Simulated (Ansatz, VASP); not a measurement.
## One calculation of Al, two programs

Contents of INCAR:

```
SYSTEM = Al
ALGO     = Fast           ! electronic algorithm
EDIFF    = 1E-6           ! SCF threshold, eV
ENCUT    = 520            ! plane-wave cutoff, eV
GGA      = PS             ! functional
ISIF     = 2              ! what is computed and relaxed
ISMEAR   = 0              ! smearing method
LASPH    = .True.         ! aspherical terms in the spheres
LCHARG   = .False.        ! write CHGCAR
LREAL    = .False.        ! projectors in reciprocal space
LWAVE    = .False.        ! write WAVECAR
NBANDS   = 10             ! bands
NELM     = 100            ! most SCF steps
PREC     = Accurate       ! precision mode
SIGMA    = 0.15           ! smearing width, eV
```

KPOINTS

```
k-points
0
Gamma
  18 18 10
  0 0 0
```

Contents of POSCAR:

```
Al
1.0
    2.8124553515      0.0000000000      0.0000000000
   -1.4062276757      2.4356577814      0.0000000000
    0.0000000000      0.0000000000      4.8668500000
Al
2
Direct
    0.4604753718      0.2409558238      0.7500000000
    0.3333333333      0.6666666667      0.2500000000
```

Input for Ansatz:

```yaml
crystal:
  lattice:
    - [2.8124553515, 0.0, 0.0]
    - [-1.4062276757, 2.4356577814, 0.0]
    - [0.0, 0.0, 4.86685]
  atoms:
    - { symbol: Al, position: [0.4604753718, 0.2409558238, 0.75] }
    - { symbol: Al, position: [0.3333333333, 0.6666666667, 0.25] }
basis:
  ecutwfc: 420
kpoints:
  mp_grid: { grid: [18, 18, 10] }
hamiltonian:
  xc: pbesol
scf:
  occupations: { method: gaussian, width: 0.15 }
output:
  forces: true
  stress: true
  eigenvalues: true
```

Alike in both runs: task single point; functional PBEsol; k mesh 18 × 18 × 10; occupations gaussian, width 0.15 eV; no spin polarisation.

|  | VASP | Ansatz |
| --- | --- | --- |
| version | VASP 6.6.1 | Ansatz 0.2.0 |
| potentials or method | VASP PAW PBE potentials, release 64 (Al), cutoff 520 eV | scalar-relativistic, plane waves, PAW |
| valence electrons in the cell | 6 | 6 |

|  | VASP | Ansatz | Ansatz less VASP |
| --- | --- | --- | --- |
| gap on the k mesh at the Fermi level (eV) | none | none | - |
| pressure (GPa) | -0.4 | -0.4 | -0.06 |
| traceless stress, the component that is largest in VASP (GPa) | 0.08 | 0.08 | -0.002 |
| rms of the force components (eV/Å) | 0.079 | 0.079 | -0.0004 |

VASP's potentials were made for PBE, not for PBEsol. Atom by atom the forces differ by 0.000 eV/Å (rms over components). A gap of «none» marks a metal or a gap that the smearing closes.
